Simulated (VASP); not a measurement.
## AlN: single point with PBE

The system is AlN.

```xyz
2
Lattice="-0.0386 2.1900 2.1900 2.1900 -0.0386 2.1900 2.1900 2.1900 -0.0386" Properties=species:S:1:pos:R:3 pbc="T T T"
Al   -0.0046   -0.0046   -0.0046
N     1.0899    1.0899    1.0899
```

This cell differs from its parent crystal: epitaxial 111 strain +2.0%.

```json
{
  "Program": "VASP 6.6.1",
  "Task": "single point",
  "Functional": "PBE",
  "Potentials or basis": "VASP PAW PBE potentials, release 64 (Al, N)",
  "Cutoff": "520 eV",
  "k mesh": "6 × 6 × 6",
  "Occupations": "gaussian, width 0.01 eV",
  "Spin": "no spin polarisation",
  "Dipole correction": "no",
  "Further INCAR settings": "ALGO = Normal; EDIFF = 1e-06; NBANDS = 11"
}
```

| Property | Result |
| --- | --- |
| Pressure | -2.2 GPa |
| Largest force | 0.029 eV/Å |
| Band gap on the k mesh | 3.15 eV, indirect (least direct gap 3.74 eV) |

Forces in eV/Å, atoms in the order of the input:
```
Al  -0.017 -0.017 -0.017
N    0.017  0.017  0.017
```

Stress tensor (GPa, compression positive):
```
-2.19  3.11  3.11
 3.11 -2.19  3.11
 3.11  3.11 -2.19
```

Levels at points of the mesh, in eV from the valence-band top:
| k point | band 2 | band 3 | band 4 | band 5 | band 6 | band 7 |
| --- | --- | --- | --- | --- | --- | --- |
| (0.00, 0.00, 0.00) | -0.20 | -0.20 | 0.00 | 3.74 | 11.87 | 11.87 |
| (0.50, 0.00, 0.00) | -5.88 | -0.62 | -0.52 | 7.00 | 9.46 | 10.74 |
| (0.50, 0.50, 0.00) | -4.93 | -1.99 | -1.75 | 3.15 | 8.28 | 13.34 |
| (0.50, 0.50, 0.50) | -5.74 | -0.73 | -0.73 | 6.73 | 9.51 | 10.51 |

Wall time 5 s on 1 thread of Intel(R) Xeon(R) Platinum 8259CL CPU @ 2.50GHz (Skylake/Cascade Lake), with other jobs on the host, peak memory 0.13 GiB.

Caveat: the cell differs from its parent crystal (epitaxial 111 strain +2.0%). A k mesh can miss the band edges.
